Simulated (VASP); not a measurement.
Write the native input for VASP 6.6.1 that does the following.

```
Task                               : single point
Functional                         : PBE-based screened hybrid with 25 % exact exchange
Potentials or basis                : VASP PAW PBE potentials, release 64 (Mn_pv, O)
Cutoff                             : 520 eV
k mesh                             : 5 × 5 × 5
Occupations                        : fermi-dirac, width 0.05 eV
Spin                               : collinear spin, ferromagnetic start
Starting moments                   : [4.0, 0.0] μB
Dipole correction                  : no
Grid for exact exchange (PRECFOCK) : Normal
Share of exact exchange            : 0.25
Further INCAR settings             : ALGO = Normal; EDIFF = 1e-06; NBANDS = 20
Screening parameter                : 0.3 1/Å
```

The system is MnO.

```xyz
2
Lattice="0.0000 2.4365 2.4365 2.4365 0.0000 2.4365 2.4365 2.4365 0.0000" Properties=species:S:1:pos:R:3 pbc="T T T"
Mn    0.0000    0.0000    0.0000
O     1.2183    1.2183    1.2183
```

One way to write it, as run:

POSCAR

```
MnO
1.0
    0.0000000000      2.4365134300      2.4365134300
    2.4365134300      0.0000000000      2.4365134300
    2.4365134300      2.4365134300      0.0000000000
Mn O
1 1
Direct
    0.0000000000      0.0000000000      0.0000000000
    0.2500000000      0.2500000000      0.2500000000
```

INCAR.step1

```
SYSTEM = MnO
ALGO     = Normal         ! electronic algorithm
EDIFF    = 1E-5           ! SCF threshold, eV
ENCUT    = 520            ! plane-wave cutoff, eV
GGA      = PE             ! functional
ISIF     = 2              ! what is computed and relaxed
ISMEAR   = -1             ! smearing method
ISPIN    = 2              ! spin polarisation
LASPH    = .True.         ! aspherical terms in the spheres
LCHARG   = .False.        ! write CHGCAR
LMAXMIX  = 4              ! l up to which the mixer works
LORBIT   = 11             ! projections on sites
LREAL    = .False.        ! projectors in reciprocal space
LWAVE    = .True.         ! write WAVECAR
MAGMOM   = 4 0            ! initial moments
NBANDS   = 20             ! bands
NELM     = 150            ! most SCF steps
PREC     = Accurate       ! precision mode
SIGMA    = 0.05           ! smearing width, eV
```

INCAR.step2

```
SYSTEM = MnO
AEXX     = 0.25           ! exact-exchange fraction
ALGO     = Normal         ! electronic algorithm
EDIFF    = 1E-6           ! SCF threshold, eV
ENCUT    = 520            ! plane-wave cutoff, eV
GGA      = PE             ! functional
HFSCREEN = 0.3            ! screening, 1/A
ISIF     = 2              ! what is computed and relaxed
ISMEAR   = -1             ! smearing method
ISPIN    = 2              ! spin polarisation
ISTART   = 1            
LASPH    = .True.         ! aspherical terms in the spheres
LCHARG   = .False.        ! write CHGCAR
LHFCALC  = .True.         ! exact exchange
LMAXMIX  = 4              ! l up to which the mixer works
LORBIT   = 11             ! projections on sites
LREAL    = .False.        ! projectors in reciprocal space
LWAVE    = .False.        ! write WAVECAR
MAGMOM   = 4 0            ! initial moments
NBANDS   = 20             ! bands
NELM     = 150            ! most SCF steps
PREC     = Accurate       ! precision mode
PRECFOCK = Normal       
SIGMA    = 0.05           ! smearing width, eV
```

KPOINTS

```
k-points
0
Gamma
  5 5 5
  0 0 0
```

Potentials or basis: VASP PAW PBE potentials, release 64 (Mn_pv, O).

Run with:

```sh
$ cat potpaw_PBE.64/Mn_pv/POTCAR potpaw_PBE.64/O/POTCAR > POTCAR
$ cp INCAR.step1 INCAR
$ mpirun -np 1 vasp_std > vasp.out
$ cp INCAR.step2 INCAR
$ mpirun -np 1 vasp_std > vasp.out
```

It gave:

```yaml
Pressure: -5.4 GPa
Band_gap_on_the_k_mesh: 0.17 eV
Net_moment: 5.00 μB per cell
Site_moments: Mn +4.56; O +0.14 μB
Valence_electrons_inside_the_program's_atomic_spheres: Mn 11.32; O 5.02
```

Caveat: the k points lie up to 0.45 Å⁻¹ apart; the PAW data sets were made with another functional, which shifts forces and pressure a little; a cell with one magnetic atom can't hold antiferromagnetic order, which such compounds often take.

Run time: 22 min on 1 thread of Intel(R) Xeon(R) Platinum 8488C (Sapphire Rapids) (shared host), peak memory 0.28 GiB.
